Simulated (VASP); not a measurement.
CdSe: single point with r2SCAN

CdSe:

```
Cd Se
1.0
     3.09745    3.09745    0.00000
    -3.09745    3.09745    0.00000
     0.00000    3.09745    3.02218
Cd Se
1 1
Direct
  0.00000 0.00000 0.00000
  0.75000 0.25000 0.50000
```

This cell differs from its parent crystal: in-plane strain +0.01, then relaxed in part.

```
Program                : VASP 6.6.1
Task                   : single point
Functional             : r2SCAN
Potentials or basis    : VASP PAW PBE potentials, release 64 (Cd, Se)
Cutoff                 : 520 eV
k mesh                 : 6 × 6 × 6
Occupations            : gaussian, width 0.01 eV
Spin                   : no spin polarisation
Dipole correction      : no
Further INCAR settings : ALGO = Normal; EDIFF = 1e-06; NBANDS = 16
```

```
Pressure               : 0.0 GPa
Band gap on the k mesh : 0.97 eV, direct
```

Stress tensor (GPa, compression positive):
```
-0.17  0.00  0.00
 0.00 -0.17  0.00
 0.00  0.00  0.23
```

Levels at points of the mesh, in eV from the valence-band top:
```tsv
k point	band 6	band 7	band 8	band 9	band 10	band 11	band 12	band 13
(0.00, 0.00, 0.00)	-7.75	-0.07	-0.07	0.00	0.97	6.42	6.43	6.43
(0.50, 0.00, 0.00)	-7.47	-4.29	-0.82	-0.71	2.77	6.78	6.96	7.68
(0.50, 0.50, 0.00)	-7.42	-4.04	-1.81	-1.77	3.49	4.15	9.41	10.58
(0.00, 0.00, 0.50)	-7.38	-3.90	-1.90	-1.90	3.41	3.93	9.64	10.70
```

It took 55 s on 1 thread of Intel(R) Xeon(R) 6975P-C (Granite Rapids) (shared host), peak memory 0.21 GiB.

Caveat: the cell differs from its parent crystal (in-plane strain +0.01, then relaxed in part); the PAW data sets were made with another functional, which shifts forces and pressure a little.
